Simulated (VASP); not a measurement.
Runs of VASP 6.6.1 on BiS. The structure is that of space group Pm-3m (No. 221), or close to it. The cells are those of the table. 

| task | level | potentials or basis | cell | k mesh | cutoff (eV) | smearing | gap on the mesh (eV) | pressure (GPa) |
| --- | --- | --- | --- | --- | --- | --- | --- | --- |
| single point | PBEsol | VASP PAW PBE potentials, release 64 (Bi_d, S) | a = 4.003 Å, 2 atoms | 5 × 5 × 5 | 520 | fermi-dirac 0.05 eV | none | -12.8 |
| single point | PBE | VASP PAW PBE potentials, release 64 (Bi_d, S) | a = 4.003 Å, 2 atoms | 7 × 7 × 7 | 520 | fermi-dirac 0.05 eV | none | (a) |
| single point | PBE | VASP PAW PBE potentials, release 64 (Bi_d, S) | a = 3.597 Å, 2 atoms | 7 × 7 × 7 | 520 | fermi-dirac 0.05 eV | none | -0.1 |
| single point | PBE | VASP PAW PBE potentials, release 64 (Bi_d, S) | a = 4.003 Å, 2 atoms | 7 × 7 × 7 | 520 | gaussian 0.011 eV | none | -10.9 |
| relaxation of cell and atoms | PBE | VASP PAW PBE potentials, release 64 (Bi_d, S) | relaxed from a = 4.003 Å, 2 atoms | 7 × 7 × 7 | 600 | fermi-dirac 0.05 eV | none | 0.0 |
| single point | LDA | VASP PAW LDA potentials, release 64 (Bi_d, S) | a = 4.003 Å, 2 atoms | 7 × 7 × 7 | 520 | fermi-dirac 0.05 eV | none | -13.9 |
| single point | PBE | VASP PAW PBE potentials, release 64 (Bi_d, S) | a = 4.003 Å, 2 atoms | 7 × 7 × 7 | 500 | gaussian 0.026 eV | none | -10.9 |
| single point | PBE | VASP PAW PBE potentials, release 64 (Bi_d, S) | a = 4.003 Å, 2 atoms | 7 × 7 × 7 | 500 | gaussian 0.025 eV | none | -10.9 |

Alike in all rows: no spin polarisation.

Task: Fill in the values left out.

Result: (a) -11.0.

Caveats: spin-orbit coupling is left out, which moves the levels of the heavy elements; the cell stands under tension (at least some runs); the PAW data sets were made with another functional, which shifts forces and pressure a little (at least some runs).

A k mesh can miss the band edges, and the runs leave out spin-orbit coupling on Bi.

A gap of «none» marks levels without a gap at the run's occupations.
